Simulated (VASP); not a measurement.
Runs of VASP 6.6.1 on Li. The structure is cubic, space group P2_13 (No. 198). The conventional cell has a = 4.454 Å, b = 4.454 Å, c = 4.454 Å, α = 90.00°, β = 90.00°, γ = 90.00°. Li (site symmetry 3) has 6 Li at 2.73 Å within 3.6 Å. 

```tsv
level	gap on the mesh (eV)	pressure (GPa)
PBEsol	none	0.0
revPBE	none	(a)
PBE	none	0.0
RPBE	none	0.4
```

Alike in all rows: task single point; potentials or basis VASP PAW PBE potentials, release 64 (Li_sv); no spin polarisation; cell as given; k mesh 6 × 6 × 6; cutoff (eV) 750; smearing fermi-dirac 0.15 eV.

Question: Fill in the values left out.

Answer: (a) 0.5.

Caveats: the PAW data sets were made with another functional, which shifts forces and pressure a little (some runs).

A gap of «none» marks levels without a gap at the run's occupations.
